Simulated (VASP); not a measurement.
# HfNb3F (P-6m2) in VASP: a series of runs

Runs on HfNb3F. Level: PBE. Tasks: single point, relaxation of cell and atoms.

Program: VASP 6.6.1. These are calculated values, not measurements. Logs are shortened: lines on timing, memory, paths and dates and some standing lists are left out, and cuts for length are marked.

### Step 1. The cell of the first run

Symmetry: P-6m2, No. 187, hexagonal system. The conventional cell has a = 3.461 Å, b = 3.461 Å, c = 9.477 Å, α = 90.00°, β = 90.00°, γ = 120.00°. Within 3.9 Å of Hf (site symmetry -6m2) lie 6 Nb at 2.99 Å and 6 Hf at 3.46 Å. Nb (site symmetry 3m) has 1 Nb at 2.51 Å and 3 Hf at 2.99 Å and 3 F at 3.21 Å within 3.3 Å. Nb (site symmetry -6m2) has 3 F at 2.00 Å and 2 Nb at 2.51 Å within 2.6 Å. Within 2.6 Å of F (site symmetry -6m2) lie 3 Nb at 2.00 Å.

The cell was built from a structure type or drawn by symmetry, and may not be a known phase.

### Step 2. Single point, PBE

The input, INCAR:

```
SYSTEM = HfNb3F
PREC = Accurate ; ENCUT = 600
EDIFF = 1E-6 ; ISMEAR = 0
SIGMA = 0.1 ; LREAL = .FALSE.
LASPH = .TRUE. ; NELM = 120
ALGO = Normal ; ISIF = 2
LWAVE = .FALSE. ; LCHARG = .TRUE.
GGA = PE ; LELF = .TRUE.
LVHAR = .TRUE. ; NBANDS = 36
GGA_COMPAT = .FALSE.
```

The input, KPOINTS:

```
regular mesh
0
G
  12 12 4
  0 0 0
```

The input, POSCAR:

```
HfNb3F
1.0
    3.4613158885      0.0000000000      0.0000000000
   -1.7306579442      2.9975874899      0.0000000000
    0.0000000000      0.0000000000      9.4768729683
Hf Nb F
1 3 1
Direct
    0.0000000000      0.0000000000      0.0000000000
    0.3333333333      0.6666666667      0.7652198546
    0.3333333333      0.6666666667      0.2347801454
    0.3333333333      0.6666666667      0.5000000000
    0.0000000000      0.0000000000      0.5000000000
```

Potentials or basis: VASP PAW PBE potentials, release 64 (Hf_pv, Nb_sv, F).

Run with:

```sh
$ cat potpaw_PBE.64/Hf_pv/POTCAR potpaw_PBE.64/Nb_sv/POTCAR potpaw_PBE.64/F/POTCAR > POTCAR
$ mpirun -np 1 vasp_std > vasp.out
```

OUTCAR:

```text
SYSTEM = HfNb3F
   PREC = Accurate
   ENCUT = 600
   EDIFF = 1E-6
   ISMEAR = 0
   LREAL = .FALSE.
   LASPH = .TRUE.
   NELM = 120
   ISIF = 2
   GGA = PE

 ion  position               nearest neighbor table
   1  0.000  0.000  0.000-   2 2.99   3 2.99   2 2.99   3 2.99   2 2.99   3 2.99
   2  0.333  0.667  0.765-   4 2.51   1 2.99   1 2.99   1 2.99
   3  0.333  0.667  0.235-   4 2.51   1 2.99   1 2.99   1 2.99
   4  0.333  0.667  0.500-   5 2.00   5 2.00   5 2.00   2 2.51   3 2.51
   5  0.000  0.000  0.500-   4 2.00   4 2.00   4 2.00

  LATTYP: Found a hexagonal cell.
 ALAT       =     3.4613158885
 C/A-ratio  =     2.7379393484

  Lattice vectors:

 A1 = (   3.4613158885,   0.0000000000,   0.0000000000)
 A2 = (  -1.7306579442,   2.9975874899,   0.0000000000)
 A3 = (   0.0000000000,   0.0000000000,   9.4768729683)

Analysis of symmetry for initial positions (statically):
=====================================================================
 Subroutine PRICEL returns:
 Original cell was already a primitive cell.

 Routine SETGRP: Setting up the symmetry group for a
 hexagonal supercell.

 Subroutine GETGRP returns: Found 12 space group operations
 (whereof 12 operations were pure point group operations)
 out of a pool of 24 trial point group operations.

The static configuration has the point symmetry D_3h.

Analysis of symmetry for dynamics (positions and initial velocities):
=====================================================================
 Subroutine PRICEL returns:
 Original cell was already a primitive cell.

 Routine SETGRP: Setting up the symmetry group for a
 hexagonal supercell.

 Subroutine GETGRP returns: Found 12 space group operations
 (whereof 12 operations were pure point group operations)
 out of a pool of 24 trial point group operations.

The dynamic configuration has the point symmetry D_3h.

 Subroutine INISYM returns: Found 12 space group operations
 (whereof 12 operations are pure point group operations),
 and found     1 'primitive' translations

----------------------------------------------------------------------------------------

                                     Primitive cell

  volume of cell :      98.3282

  direct lattice vectors                    reciprocal lattice vectors
     3.461315889  0.000000000  0.000000000     0.288907465  0.166800803  0.000000000
    -1.730657944  2.997587490  0.000000000     0.000000000  0.333601606  0.000000000
     0.000000000  0.000000000  9.476872968     0.000000000  0.000000000  0.105520038

  length of vectors
     3.461315889  3.461315888  9.476872968     0.333601606  0.333601606  0.105520038

  position of ions in fractional coordinates (direct lattice)
     0.000000000  0.000000000  0.000000000
     0.333333333  0.666666667  0.765219855
     0.333333333  0.666666667  0.234780145
     0.333333333  0.666666667  0.500000000
     0.000000000  0.000000000  0.500000000

  ion indices of the primitive-cell ions
   primitive index   ion index
                 1           1
                 2           2
                 3           3
                 4           4
                 5           5

----------------------------------------------------------------------------------------

 KPOINTS: regular mesh

Automatic generation of k-mesh.
 Grid dimensions read from file:
 generate k-points for:   12   12    4

 Generating k-lattice:

  Cartesian coordinates                     Fractional coordinates (reciprocal lattice)
     0.024075622  0.013900067  0.000000000     0.083333333  0.000000000  0.000000000
     0.000000000  0.027800134  0.000000000     0.000000000  0.083333333  0.000000000
     0.000000000  0.000000000  0.026380010     0.000000000  0.000000000  0.250000000

  Length of vectors
     0.027800134  0.027800134  0.026380010

  Shift w.r.t. Gamma in fractional coordinates (k-lattice)
     0.000000000  0.000000000  0.000000000

 Subroutine IBZKPT returns following result:
 ===========================================

 Found     57 irreducible k-points:

 Following reciprocal coordinates:
            Coordinates               Weight
  0.000000  0.000000  0.000000      1.000000
  0.083333  0.000000  0.000000      6.000000
  0.166667 -0.000000  0.000000      6.000000
  0.250000  0.000000  0.000000      6.000000
  0.333333  0.000000  0.000000      6.000000
  0.416667  0.000000  0.000000      6.000000
[... 16 lines left out ...]
  0.250000  0.000000  0.250000     12.000000
  0.333333  0.000000  0.250000     12.000000
 [... further k-points ...]
   k-points           NKPTS =     57   k-points in BZ     NKDIM =     57   number of bands    NBANDS=     36
   number of dos      NEDOS =    301   number of ions     NIONS =      5
   total plane-waves  NPLWV =  62720
   dimension x,y,z NGX =    28 NGY =   28 NGZ =   80
   dimension x,y,z NGXF=    56 NGYF=   56 NGZF=  160
   ions per type =               1   3   1
   NGX,Y,Z   is equivalent  to a cutoff of  13.45, 13.45, 14.03 a.u.
   NGXF,Y,Z  is equivalent  to a cutoff of  26.90, 26.90, 28.07 a.u.
 SYSTEM =  HfNb3F
   PREC   = accura    normal or accurate (medium, high low for compatibility)
   ISTART =      0    job   : 0-new  1-cont  2-samecut
   ICHARG =      2    charge: 1-file 2-atom 10-const
   ISPIN  =      1    spin polarized calculation?
   LNONCOLLINEAR =      F non collinear calculations
   LSORBIT =      F    spin-orbit coupling
   LASPH  =      T    aspherical Exc in radial PAW
   ENCUT  =  600.0 eV  44.10 Ry    6.64 a.u.   6.91  6.91 18.93*2*pi/ulx,y,z
   NELM   =    120;   NELMIN=  2; NELMDL= -5     # of ELM steps
   EDIFF  = 0.1E-05   stopping-criterion for ELM
   LREAL  =      F    real-space projection
   EDIFFG = 0.1E-04   stopping-criterion for IOM
   NSW    =      0    number of steps for IOM
   IBRION =     -1    ionic relax: 0-MD 1-quasi-New 2-CG
   NFREE  =      0    steps in history (QN), initial steepest desc. (CG)
   ISIF   =      2    stress and relaxation
   ISYM   =      2    0-nonsym 1-usesym 2-fastsym
   POTIM  = 0.5000    time-step for ionic-motion
   TEBEG  =    0.0;   TEEND  =   0.0 temperature during run
   PSTRESS=    0.0 pullay stress
   NELECT =      56.0000    total number of electrons
   NUPDOWN=      -1.0000    fix difference up-down
   EMIN   =  10.00;   EMAX   =-10.00  energy-range for DOS
   EFERMI =   0.00;   METHOD = LEGACY
   ISMEAR =     0;   SIGMA  =   0.10  broadening in eV -4-tet -1-fermi 0-gaus
   EFERMI_NEDOS =   21; number of points for ismear=-14 and -15
   IALGO  =     38    algorithm
   IMIX   =      4    mixing-type and parameters
     AMIX     =   0.40;   BMIX     =  1.00
     AMIX_MAG =   1.60;   BMIX_MAG =  1.00
  volume/ion in A,a.u.               =      19.67       132.71
  Fermi-wavevector in a.u.,A,eV,Ry     =   1.356995  2.564348 25.054235  1.841434
  Thomas-Fermi vector in A             =   2.483951
   LORBIT       =      0    0 simple, 1 ext, 2 COOP (PROOUT), +10 PAW based schemes
   GGA     = PE    functional components
   LHFCALC =     F    Hartree Fock is set to
   AEXX    =    0.0000 exact exchange contribution
   IVDW    =     0    specifies the selected vdW correction
   LEPSILON=     F    determine dielectric tensor
   LRPA    =     F    only Hartree local field effects (RPA)
 non-spin polarized calculation
 Gauss-broadening in eV      SIGMA  =   0.10
  energy-cutoff  :      600.00
  volume of cell :       98.33
 maximum number of plane-waves:      3310
 NGX is ok and might be reduce to    28
   NGX = 13   NGY = 13   NGZ = 37

 number of electron      56.0000007 magnetization

 Free energy of the ion-electron system (eV)
  ---------------------------------------------------
  ext. energy  EPLUGINS =         0.00000000
  ---------------------------------------------------
  free energy    TOTEN  =       -41.00243177 eV

  energy without entropy =      -40.97704907  energy(sigma->0) =      -40.98974042

 E-fermi :   7.5283     XC(G=0): -11.1985

 val. band max:        7.5261840519   @ k =   0.2500   0.2500   0.5000
 cond. band min:       7.5296676793   @ k =   0.3333   0.0833   0.0000
 fundamental gap:      0.0034836274
 Fermi energy:         7.5282845291

 k-point     1 :       0.0000    0.0000    0.0000
  band No.  band energies     occupation
      1     -47.9636      2.00000
      2     -47.2347      2.00000
      3     -47.2049      2.00000
      4     -24.4802      2.00000
      5     -24.2217      2.00000
      6     -24.2217      2.00000
[... 28 lines left out ...]
     35      10.2363      0.00000
     36      10.5405      0.00000

 k-point     2 :       0.0833    0.0000    0.0000
  band No.  band energies     occupation
      1     -47.9612      2.00000
      2     -47.2334      2.00000
      3     -47.2036      2.00000
      4     -24.4758      2.00000
      5     -24.3037      2.00000
      6     -24.2282      2.00000
[... 28 lines left out ...]
     35      10.1332      0.00000
     36      10.1694      0.00000

 k-point     3 :       0.1667   -0.0000    0.0000
  band No.  band energies     occupation
      1     -47.9547      2.00000
      2     -47.2300      2.00000
      3     -47.2002      2.00000
      4     -24.5115      2.00000
      5     -24.4636      2.00000
      6     -24.2461      2.00000
[... 28 lines left out ...]
     35      10.0068      0.00000
     36      10.0364      0.00000
[... 742 lines left out ...]
 k-point    23 :       0.2500    0.0000    0.2500
  band No.  band energies     occupation
      1     -47.9456      2.00000
      2     -47.2251      2.00000
      3     -47.1955      2.00000
      4     -24.7652      2.00000
      5     -24.4438      2.00000
      6     -24.2703      2.00000
[... 28 lines left out ...]
     35       9.7485      0.00000
     36      10.0851      0.00000

 k-point    24 :       0.3333    0.0000    0.2500
  band No.  band energies     occupation
      1     -47.9366      2.00000
      2     -47.2204      2.00000
      3     -47.1907      2.00000
      4     -24.9932      2.00000
      5     -24.4320      2.00000
      6     -24.2944      2.00000
[... 28 lines left out ...]
     35       9.9808      0.00000
     36      10.2378      0.00000

 [... further k-points ...]

------------------------ aborting loop because EDIFF is reached ----------------------------------------

  FORCE on cell =-STRESS in cart. coord.  units (eV):
  Direction    XX          YY          ZZ          XY          YZ          ZX
  --------------------------------------------------------------------------------------
  -------------------------------------------------------------------------------------
  Total       -0.2073989     -0.2073989     -0.1953409     -0.0000000      0.0000000     -0.0000000
  in kB       -3.3793936     -3.3793936     -3.1829194     -0.0000000      0.0000000     -0.0000000
  external PRESSURE =      -3.3139022 kB  Pullay stress =       0.0000000 kB

 VOLUME and BASIS-vectors are now :
 -----------------------------------------------------------------------------
  energy-cutoff  :      600.00
  volume of cell :       98.33
      direct lattice vectors                 reciprocal lattice vectors
     3.461315889  0.000000000  0.000000000     0.288907465  0.166800803  0.000000000
    -1.730657944  2.997587490  0.000000000     0.000000000  0.333601606  0.000000000
     0.000000000  0.000000000  9.476872968     0.000000000  0.000000000  0.105520038

 POSITION                                       TOTAL-FORCE (eV/Angst)
 -----------------------------------------------------------------------------------
      0.00000      0.00000      0.00000        -0.000000     -0.000000      0.000000
     -0.00000      1.99839      7.25189        -0.000000      0.000000      0.027811
     -0.00000      1.99839      2.22498        -0.000000      0.000000     -0.027811
     -0.00000      1.99839      4.73844         0.000000      0.000000      0.000000
      0.00000      0.00000      4.73844        -0.000000      0.000000      0.000000
 -----------------------------------------------------------------------------------
    total drift:                                0.000003     -0.000002     -0.000000

  FREE ENERGIE OF THE ION-ELECTRON SYSTEM (eV)
  ---------------------------------------------------
  free  energy   TOTEN  =       -41.0024317738 eV

  energy  without entropy=      -40.9770490685  energy(sigma->0) =      -40.98974042
```

Run time: 2.3 min. Hardware: 1 thread of Intel Xeon 6975P-C (Granite Rapids), shared host; peak memory 0.38 GiB.

Results:

```yaml
Free_energy: -41.0024 eV
Pressure: -0.3 GPa
Largest_force: 0.028 eV/Å
Band_gap_on_the_k_mesh: zero (bands 28 and 29 overlap by 0.30 eV)
```

Forces in eV/Å, atoms in the order of the input:
```
Hf   0.000  0.000  0.000
Nb   0.000  0.000  0.028
Nb   0.000  0.000 -0.028
Nb   0.000  0.000  0.000
F    0.000  0.000  0.000
```

Caveat: spin-orbit coupling is left out, which moves the levels of the heavy elements.

### Step 3. Relaxation of cell and atoms, PBE

This run uses another cell than the first one, of 16.82 Å³/atom.

The input, INCAR:

```
SYSTEM = HfNb3F
PREC = Accurate ; ENCUT = 600
EDIFF = 1E-7 ; ISMEAR = 0
SIGMA = 0.1 ; LREAL = .False.
LASPH = .True. ; NELM = 120
ALGO = Normal ; ISIF = 3
LWAVE = .False. ; LCHARG = .False.
GGA = PE ; IBRION = 2
NSW = 90 ; EDIFFG = -0.04
GGA_COMPAT = .False. ; NELMIN = 4
```

The input, KPOINTS:

```
regular mesh
0
Gamma
  6 6 4
  0 0 0
```

The input, POSCAR:

```
HfNb3F
1.0
    3.7852477200      0.0000000000      0.0000000000
   -1.8926238600      3.2781206800      0.0000000000
    0.0000000000      0.0000000000      6.7765089100
Hf Nb F
1 3 1
Direct
    0.0000000000      0.0000000000      0.0000000000
    0.3333333300      0.6666666700      0.8143208300
    0.3333333300      0.6666666700      0.1856791700
    0.3333333300      0.6666666700      0.5000000000
    0.0000000000      0.0000000000      0.5000000000
```

Potentials or basis: VASP PAW PBE potentials, release 64 (Hf_pv, Nb_sv, F).

Run with:

```sh
$ cat potpaw_PBE.64/Hf_pv/POTCAR potpaw_PBE.64/Nb_sv/POTCAR potpaw_PBE.64/F/POTCAR > POTCAR
$ mpirun -np 1 vasp_std > vasp.out
```

Wall time 11 min (1 thread of Intel Xeon 6975P-C (Granite Rapids), shared host); peak memory 0.26 GiB.

The run converged. Its results:

```
Free energy                           : -40.8035 eV
Relaxed volume                        : 19.38 Å³/atom
Relaxed cell                          : a = 3.481 Å, b = 3.481 Å, c = 9.234 Å, α = 90.00°, β = 90.00°, γ = 120.00°
Space group after relaxing (to 0.1 Å) : P-6m2 (No. 187)
Energy gained by relaxing             : 1223.9 meV/atom
Ionic steps                           : 16
Pressure after relaxing               : 0.1 GPa
Largest force after relaxing          : 0.015 eV/Å
Band gap on the k mesh                : zero (bands 28 and 29 overlap by 0.43 eV)
```

Forces on the atoms (eV/Å):
```
Hf   0.000  0.000  0.000
Nb   0.000  0.000  0.015
Nb   0.000  0.000 -0.015
Nb   0.000  0.000  0.000
F    0.000  0.000  0.000
```

Stress tensor (GPa, compression positive):
```
0.03 0.00 0.00
0.00 0.03 0.00
0.00 0.00 0.15
```

Step by step:
```csv
step,energy change (eV),largest force (eV/Å),pressure (GPa),volume (Å³)
1,0.0000,0.4133,41.84,84.09
2,-1.1075,0.6382,-20.07,145.29
3,-4.0713,2.0111,-5.86,110.96
4,-4.0741,2.0235,-5.43,110.39
5,-5.1475,1.9243,-3.59,103.19
6,-5.7328,1.8706,2.02,95.91
7,-5.7391,1.8245,5.19,93.46
8,-6.0791,0.4243,-1.78,98.05
9,-6.0791,0.4246,-1.78,98.05
10,-6.0821,0.5472,3.02,95.11
11,-6.1169,0.0091,0.56,96.51
12,-6.1169,0.0195,0.61,96.48
13,-6.1178,0.0969,-0.50,97.38
14,-6.1186,0.0653,-0.06,97.01
15,-6.1190,0.0494,-0.02,96.98
16,-6.1194,0.0146,0.07,96.91
```

Final structure:
```yaml
crystal:
  lattice:
    - [3.48104, 0.00000, 0.00000]
    - [-1.74052, 3.01467, 0.00000]
    - [0.00000, 0.00000, 9.23437]
  atoms:
    - { symbol: Hf, position: [0.00000, 0.00000, 0.00000] }
    - { symbol: Nb, position: [0.33333, 0.66667, 0.76877] }
    - { symbol: Nb, position: [0.33333, 0.66667, 0.23123] }
    - { symbol: Nb, position: [0.33333, 0.66667, 0.50000] }
    - { symbol: F, position: [0.00000, 0.00000, 0.50000] }
```

Levels at points of the mesh, in eV from the Fermi level:
```tsv
k point	band 24	band 25	band 26	band 27	band 28	band 29	band 30	band 31	band 32	band 33
(0.00, 0.00, 0.00)	-0.79	-0.79	-0.08	-0.08	-0.02	-0.02	0.18	0.55	0.55	0.88
(0.50, 0.00, 0.00)	-1.97	-1.40	-1.01	-0.23	0.32	0.76	0.94	1.09	1.23	2.19
(0.00, 0.00, 0.50)	-0.91	-0.91	-0.23	-0.23	0.22	0.36	0.36	1.22	1.25	1.25
(0.50, 0.00, 0.50)	-1.53	-1.49	-1.19	-0.84	-0.23	0.00	0.79	2.13	2.18	2.58
```

Caveat: the volume moved by over 15 % at a fixed basis, so the end points are rough; spin-orbit coupling is left out, which moves the levels of the heavy elements.
